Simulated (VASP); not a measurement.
# Cu (P6_3/mmc) in VASP: further runs

The runs below take Cu through single point, with LDA.

Program: VASP 6.6.1. These are calculated values, not measurements. Logs are shortened: lines on timing, memory, paths and dates and some standing lists are left out, and cuts for length are marked.

**1. The cell of the first run**

The structure is hexagonal, space group P6_3/mmc (No. 194). The conventional cell has a = 2.531 Å, b = 2.531 Å, c = 8.262 Å, α = 90.00°, β = 90.00°, γ = 120.00°. Cu (site symmetry -3m) has 12 Cu at 2.53 Å within 3.3 Å. Within 3.3 Å of Cu (site symmetry -6m2) lie 12 Cu at 2.53 Å.

**2. Single point, LDA**

File INCAR:

```
PREC     = Accurate       # precision mode
ENCUT    = 520            # plane-wave cutoff, eV
EDIFF    = 1E-6           # SCF threshold, eV
ISMEAR   = 1              # smearing method
SIGMA    = 0.1            # smearing width, eV
LREAL    = False          # projectors in reciprocal space
LASPH    = True           # aspherical terms in the spheres
NELM     = 60             # most SCF steps
ALGO     = Normal         # electronic algorithm
ISIF     = 2              # what is computed and relaxed
LWAVE    = False          # write WAVECAR
LCHARG   = False          # write CHGCAR
NBANDS   = 30             # bands
```

File KPOINTS:

```
Automatic mesh
0
Gamma
  10 10 3
```

File POSCAR:

```
Cu
1.0
    2.5307640300      0.0000000000      0.0000000000
   -1.2653820100      2.1917059400      0.0000000000
    0.0000000000      0.0000000000      8.2618150800
Cu
4
Direct
    0.0000000000      0.0000000000      0.0000000000
    0.3333333296      0.6666666697      0.2500000000
    0.0000000000      0.0000000000      0.5000000000
    0.6666666704      0.3333333303      0.7500000000
```

Potentials or basis: VASP PAW LDA potentials, release 64 (Cu).

Command:

```
$ cat potpaw_LDA.64/Cu/POTCAR > POTCAR
$ mpirun -np 1 vasp_std > vasp.out
```

OUTCAR:

```text
PREC = Accurate
   ENCUT = 520
   EDIFF = 1E-6
   ISMEAR = 1
   LREAL = False
   LASPH = True
   NELM = 60
   ISIF = 2

 ion  position               nearest neighbor table
   1  0.000  0.000  0.000-   2 2.53   4 2.53   2 2.53   4 2.53   4 2.53   2 2.53
   2  0.333  0.667  0.250-   1 2.53   3 2.53   1 2.53   3 2.53   1 2.53   3 2.53
   3  0.000  0.000  0.500-   2 2.53   4 2.53   2 2.53   4 2.53   4 2.53   2 2.53
   4  0.667  0.333  0.750-   1 2.53   3 2.53   1 2.53   3 2.53   1 2.53   3 2.53

  LATTYP: Found a hexagonal cell.
 ALAT       =     2.5307640300
 C/A-ratio  =     3.2645537008

  Lattice vectors:

 A1 = (   2.5307640300,   0.0000000000,   0.0000000000)
 A2 = (  -1.2653820100,   2.1917059400,   0.0000000000)
 A3 = (   0.0000000000,   0.0000000000,   8.2618150800)

Analysis of symmetry for initial positions (statically):
=====================================================================
 Subroutine PRICEL returns:
 Original cell was already a primitive cell.

 Routine SETGRP: Setting up the symmetry group for a
 hexagonal supercell.

 Subroutine GETGRP returns: Found 24 space group operations
 (whereof 12 operations were pure point group operations)
 out of a pool of 24 trial point group operations.

The static configuration has the point symmetry D_3d.
 The point group associated with its full space group is D_6h.

Analysis of symmetry for dynamics (positions and initial velocities):
=====================================================================
 Subroutine PRICEL returns:
 Original cell was already a primitive cell.

 Routine SETGRP: Setting up the symmetry group for a
 hexagonal supercell.

 Subroutine GETGRP returns: Found 24 space group operations
 (whereof 12 operations were pure point group operations)
 out of a pool of 24 trial point group operations.

The dynamic configuration has the point symmetry D_3d.
 The point group associated with its full space group is D_6h.

 Subroutine INISYM returns: Found 24 space group operations
 (whereof 12 operations are pure point group operations),
 and found     1 'primitive' translations

----------------------------------------------------------------------------------------

                                     Primitive cell

  volume of cell :      45.8257

  direct lattice vectors                    reciprocal lattice vectors
     2.530764030  0.000000000  0.000000000     0.395137590  0.228132793  0.000000000
[... 86 lines left out ...]
   LSORBIT =      F    spin-orbit coupling
   LASPH  =      T    aspherical Exc in radial PAW
   ENCUT  =  520.0 eV  38.22 Ry    6.18 a.u.   4.71  4.71 15.36*2*pi/ulx,y,z
   NELM   =     60;   NELMIN=  2; NELMDL= -5     # of ELM steps
   EDIFF  = 0.1E-05   stopping-criterion for ELM
   LREAL  =      F    real-space projection
   EDIFFG = 0.1E-04   stopping-criterion for IOM
   NSW    =      0    number of steps for IOM
   IBRION =     -1    ionic relax: 0-MD 1-quasi-New 2-CG
   NFREE  =      0    steps in history (QN), initial steepest desc. (CG)
   ISIF   =      2    stress and relaxation
   ISYM   =      2    0-nonsym 1-usesym 2-fastsym
   POTIM  = 0.5000    time-step for ionic-motion
   TEBEG  =    0.0;   TEEND  =   0.0 temperature during run
   PSTRESS=    0.0 pullay stress
   NELECT =      44.0000    total number of electrons
   NUPDOWN=      -1.0000    fix difference up-down
   EMIN   =  10.00;   EMAX   =-10.00  energy-range for DOS
   EFERMI =   0.00;   METHOD = LEGACY
   ISMEAR =     1;   SIGMA  =   0.10  broadening in eV -4-tet -1-fermi 0-gaus
   EFERMI_NEDOS =   21; number of points for ismear=-14 and -15
   IALGO  =     38    algorithm
   IMIX   =      4    mixing-type and parameters
     AMIX     =   0.40;   BMIX     =  1.00
     AMIX_MAG =   1.60;   BMIX_MAG =  1.00
  volume/ion in A,a.u.               =      11.46        77.31
  Fermi-wavevector in a.u.,A,eV,Ry     =   1.615062  3.052025 35.489789  2.608426
  Thomas-Fermi vector in A             =   2.709870
   LORBIT       =      0    0 simple, 1 ext, 2 COOP (PROOUT), +10 PAW based schemes
   GGA     = CA    functional components
   LHFCALC =     F    Hartree Fock is set to
   AEXX    =    0.0000 exact exchange contribution
   IVDW    =     0    specifies the selected vdW correction
   LEPSILON=     F    determine dielectric tensor
   LRPA    =     F    only Hartree local field effects (RPA)
 non-spin polarized calculation
 Methfessel and Paxton  Order N= 1 SIGMA  =   0.10
  energy-cutoff  :      520.00
  volume of cell :       45.83
 maximum number of plane-waves:      1255
 NGX is ok and might be reduce to    20
   NGX =  9   NGY =  9   NGZ = 31

 number of electron      43.9999989 magnetization

 Free energy of the ion-electron system (eV)
  ---------------------------------------------------
  ext. energy  EPLUGINS =         0.00000000
  ---------------------------------------------------
  free energy    TOTEN  =       -18.73868455 eV

  energy without entropy =      -18.73920267  energy(sigma->0) =      -18.73885726

 E-fermi :   7.7184     XC(G=0): -13.2806

 val. band max:        7.6306153028   @ k =   0.3000   0.0000   0.3333
 cond. band min:       7.7692037079   @ k =   0.4000   0.1000   0.3333
 fundamental gap:      0.1385884051
 Fermi energy:         7.7184374209

 k-point     1 :       0.0000    0.0000    0.0000
  band No.  band energies     occupation
      1      -1.8565      2.00000
      2       0.2955      2.00000
      3       0.3160      2.00000
      4       2.4364      2.00000
      5       4.3059      2.00000
      6       4.3120      2.00000
[... 781 lines left out ...]
     29      18.9597      0.00000
     30      19.3033      0.00000

 [... further k-points ...]
[... 5 lines left out ...]
  --------------------------------------------------------------------------------------
  -------------------------------------------------------------------------------------
  Total       -2.0322995     -2.0322995     -2.3194505     -0.0000000     -0.0000000      0.0000000
  in kB      -71.0540562    -71.0540561    -81.0935435     -0.0000002     -0.0000000      0.0000000
  external PRESSURE =     -74.4005519 kB  Pullay stress =       0.0000000 kB

 VOLUME and BASIS-vectors are now :
 -----------------------------------------------------------------------------
  energy-cutoff  :      520.00
  volume of cell :       45.83
      direct lattice vectors                 reciprocal lattice vectors
     2.530764030  0.000000000  0.000000000     0.395137590  0.228132793  0.000000000
    -1.265382010  2.191705940  0.000000000     0.000000000  0.456265588  0.000000000
     0.000000000  0.000000000  8.261815080     0.000000000  0.000000000  0.121038778

 POSITION                                       TOTAL-FORCE (eV/Angst)
 -----------------------------------------------------------------------------------
      0.00000      0.00000      0.00000         0.000000      0.000000      0.000000
     -0.00000      1.46114      2.06545         0.000000     -0.000000     -0.000000
      0.00000      0.00000      4.13091        -0.000000      0.000000      0.000000
      1.26538      0.73057      6.19636        -0.000000      0.000000     -0.000000
 -----------------------------------------------------------------------------------
    total drift:                                0.000000     -0.000000      0.000000

  FREE ENERGIE OF THE ION-ELECTRON SYSTEM (eV)
  ---------------------------------------------------
  free  energy   TOTEN  =       -18.7386845494 eV

  energy  without entropy=      -18.7392026687  energy(sigma->0) =      -18.73885726
```

OSZICAR:

```text
N       E                     dE             d eps       ncg     rms          rms(c)
DAV:   1     0.335992196274E+03    0.33599E+03   -0.19808E+04  1752   0.271E+03
DAV:   2     0.986992585054E+01   -0.32612E+03   -0.31406E+03  1680   0.396E+02
DAV:   3    -0.218742771611E+02   -0.31744E+02   -0.30086E+02  1852   0.172E+02
DAV:   4    -0.227370872972E+02   -0.86281E+00   -0.86125E+00  1944   0.388E+01
DAV:   5    -0.227495055757E+02   -0.12418E-01   -0.12418E-01  2244   0.459E+00    0.160E+01
DAV:   6    -0.202755523115E+02    0.24740E+01   -0.32332E+01  1884   0.124E+02    0.800E+00
DAV:   7    -0.187880787243E+02    0.14875E+01   -0.63401E+00  1932   0.532E+01    0.870E-01
DAV:   8    -0.187556232721E+02    0.32455E-01   -0.15224E-01  2530   0.106E+01    0.953E-01
DAV:   9    -0.187457162092E+02    0.99071E-02   -0.28897E-02  2044   0.704E+00    0.616E-01
DAV:  10    -0.187386117421E+02    0.71045E-02   -0.13805E-02  2070   0.232E+00    0.451E-02
DAV:  11    -0.187387149192E+02   -0.10318E-03   -0.10899E-03  2198   0.593E-01    0.393E-02
DAV:  12    -0.187386840824E+02    0.30837E-04   -0.11046E-04  2042   0.296E-01    0.416E-03
DAV:  13    -0.187386846025E+02   -0.52002E-06   -0.16097E-05  2104   0.637E-02    0.282E-03
DAV:  14    -0.187386845494E+02    0.53027E-07   -0.12063E-06  1224   0.204E-02
   1 F= -.18738685E+02 E0= -.18738857E+02  d E =0.518119E-03
```

stdout:

```text
POSCAR found type information on POSCAR Cu
 POSCAR found :  1 types and       4 ions
 scaLAPACK will be used
 LDA part: xc-table for (Slater(with rela. corr.)+CA(PZ))
 , standard interpolation
 POSCAR, INCAR and KPOINTS ok, starting setup
 FFT: planning ... GRIDC
 FFT: planning ... GRID_SOFT
 FFT: planning ... GRID
 WAVECAR not read
 entering main loop
```

It took 16 s on 1 thread of Intel Xeon 6975P-C (Granite Rapids), shared host; peak memory 0.15 GiB.

Results:

```
Free energy            : -18.7387 eV
Pressure               : -7.4 GPa
Band gap on the k mesh : zero (band 22 reaches 10.82 eV, above the bottom of band 23 at 5.94 eV)
```

Stress tensor (GPa, compression positive):
```
-7.11  0.00  0.00
 0.00 -7.11  0.00
 0.00  0.00 -8.11
```

**3. Single point, LDA**

File INCAR:

```
SYSTEM = Cu
ALGO = Normal
EDIFF = 1E-6
ENCUT = 520
ISIF = 2
ISMEAR = 1
LASPH = .TRUE.
LCHARG = .FALSE.
LREAL = .FALSE.
LWAVE = .FALSE.
NBANDS = 30
NELM = 100
PREC = Accurate
SIGMA = 0.1
```

File KPOINTS:

```
k-points
0
G
  10 10 3
  0 0 0
```

POSCAR is that of step 2.

Potentials or basis: VASP PAW LDA potentials, release 64 (Cu).

Command:

```
$ cat potpaw_LDA.64/Cu/POTCAR > POTCAR
$ mpirun -np 1 vasp_std > vasp.out
```

Run time: 16 s. Hardware: 1 thread of Intel Xeon 6975P-C (Granite Rapids), shared host; peak memory 0.15 GiB.

The run converged. Its results:

```
Free energy            : -18.7387 eV
Pressure               : -7.4 GPa
Band gap on the k mesh : zero (band 22 reaches 10.82 eV, above the bottom of band 23 at 5.94 eV)
```

Stress tensor (GPa, compression positive):
```
-7.11  0.00  0.00
 0.00 -7.11  0.00
 0.00  0.00 -8.11
```

Levels at points of the mesh, in eV from the Fermi level:
| k point | band 19 | band 20 | band 21 | band 22 | band 23 | band 24 | band 25 | band 26 | band 27 | band 28 |
| --- | --- | --- | --- | --- | --- | --- | --- | --- | --- | --- |
| (0.00, 0.00, 0.00) | -2.18 | -2.02 | -2.02 | -1.72 | -1.72 | -1.06 | 3.89 | 12.71 | 12.71 | 21.54 |
| (0.50, 0.00, 0.00) | -1.58 | -1.56 | -0.64 | 0.38 | 0.98 | 1.56 | 4.71 | 4.74 | 8.65 | 8.94 |

**4. Single point, LDA**

File INCAR:

```
PREC = Accurate
ENCUT = 520
EDIFF = 1E-6
ISMEAR = 1
SIGMA = 0.1
LREAL = F
LASPH = T
NELM = 60
ALGO = Normal
ISIF = 2
LWAVE = F
LCHARG = T
GGA = CA
LELF = T
LVHAR = T
NBANDS = 30
```

File KPOINTS:

```
Automatic mesh
0
Gamma
  10 10 3
```

POSCAR is that of step 3.

Command:

```
$ cat potpaw_LDA.64/Cu/POTCAR > POTCAR
$ mpirun -np 1 vasp_std > vasp.out
```

Run time: 20 s. Hardware: 1 thread of Intel Xeon 6975P-C (Granite Rapids), shared host; peak memory 0.15 GiB.

Results (log left out):

```yaml
Free_energy: -18.7387 eV
Pressure: -7.4 GPa
Band_gap_on_the_k_mesh: zero (band 22 reaches 10.82 eV, above the bottom of band 23 at 5.94 eV)
```

Stress tensor (GPa, compression positive):
```
-7.11  0.00  0.00
 0.00 -7.11  0.00
 0.00  0.00 -8.11
```

Levels at points of the mesh, in eV from the Fermi level:
```tsv
k point	band 21	band 22	band 23	band 24	band 25	band 26
(0.00, 0.00, 0.00)	-2.02	-1.72	-1.72	-1.06	3.89	12.71
(0.50, 0.00, 0.00)	-0.64	0.38	0.98	1.56	4.71	4.74
```
